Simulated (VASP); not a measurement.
NbSnSe4:

```
CELL_PARAMETERS angstrom
-3.75000 3.75000 5.30000
3.75000 -3.75000 5.30000
3.75000 3.75000 -5.30000
ATOMIC_POSITIONS crystal
Nb 0.50000 0.50000 0.00000
Nb 0.00000 0.50000 0.50000
Sn 0.00000 0.50000 0.00000
Sn 0.00000 0.00000 0.50000
Se 0.76500 0.74000 0.02500
Se 0.23500 0.26000 0.97500
Se 0.21500 0.74000 0.47500
Se 0.78500 0.26000 0.52500
Se 0.24000 0.71500 0.97500
Se 0.76000 0.73500 0.47500
Se 0.24000 0.26500 0.52500
Se 0.76000 0.28500 0.02500
```

| Property | Result |
| --- | --- |
| Program | VASP 6.6.1 |
| Task | relaxation of cell and atoms |
| Functional | PBE |
| Potentials or basis | VASP PAW PBE potentials, release 64 (Nb_sv, Sn_d, Se) |
| Cutoff | 500 eV |
| k mesh | 2 × 2 × 2 |
| Occupations | gaussian, width 0.15 eV |
| Spin | no spin polarisation |

At the start: pressure 16.0 GPa; volume 24.84 Å³/atom.

How do energy, volume and symmetry change on relaxing?

Over 18 steps the energy falls by 325.4 meV/atom and the volume is 27.28 Å³/atom (+9.8 %); space group Imma (No. 74, to 0.1 Å) before and after.

Step by step:
```tsv
step	energy change (eV)	largest force (eV/Å)	pressure (GPa)	volume (Å³)
1	0.0000	3.4352	16.01	298.13
2	-0.0154	1.8185	-9.49	418.44
3	-3.0089	1.0799	-1.64	349.66
4	-3.0162	1.1107	-1.16	347.35
5	-3.0166	1.1269	-0.94	346.31
6	-3.3504	0.7911	-0.42	341.74
7	-3.6212	0.6290	1.59	331.13
8	-3.7488	0.2128	-0.33	336.74
9	-3.7507	0.1738	-0.59	337.58
10	-3.7828	0.1819	-0.14	334.38
11	-3.7911	0.2746	0.24	331.90
12	-3.8198	0.2208	0.02	331.34
13	-3.8725	0.3133	-0.58	329.44
14	-3.8899	0.2446	-0.21	326.95
15	-3.8916	0.2164	-0.05	325.92
16	-3.8971	0.1712	0.03	326.01
17	-3.9018	0.0837	0.21	326.19
18	-3.9046	0.0687	0.01	327.37
```

Final structure:
```yaml
crystal:
  lattice:
    - [-4.22828, 3.50835, 5.51708]
    - [4.22828, -3.50835, 5.51708]
    - [4.22828, 3.50835, -5.51708]
  atoms:
    - { symbol: Nb, position: [0.50000, 0.50000, 0.00000] }
    - { symbol: Nb, position: [0.00000, 0.50000, 0.50000] }
    - { symbol: Sn, position: [0.00000, 0.50000, 0.00000] }
    - { symbol: Sn, position: [0.00000, 0.00000, 0.50000] }
    - { symbol: Se, position: [0.71699, 0.73451, 0.98248] }
    - { symbol: Se, position: [0.28301, 0.26549, 0.01752] }
    - { symbol: Se, position: [0.25203, 0.73451, 0.51752] }
    - { symbol: Se, position: [0.74797, 0.26549, 0.48248] }
    - { symbol: Se, position: [0.25227, 0.73306, 0.98079] }
    - { symbol: Se, position: [0.74773, 0.72852, 0.48079] }
    - { symbol: Se, position: [0.25227, 0.27148, 0.51921] }
    - { symbol: Se, position: [0.74773, 0.26694, 0.01921] }
```

Caveat: the k points lie up to 0.53 Å⁻¹ apart in the final cell, too coarse for converged energies and pressures of a metal; the relaxation stopped at a loose force limit of 0.08 eV/Å, so its end isn't a converged minimum.
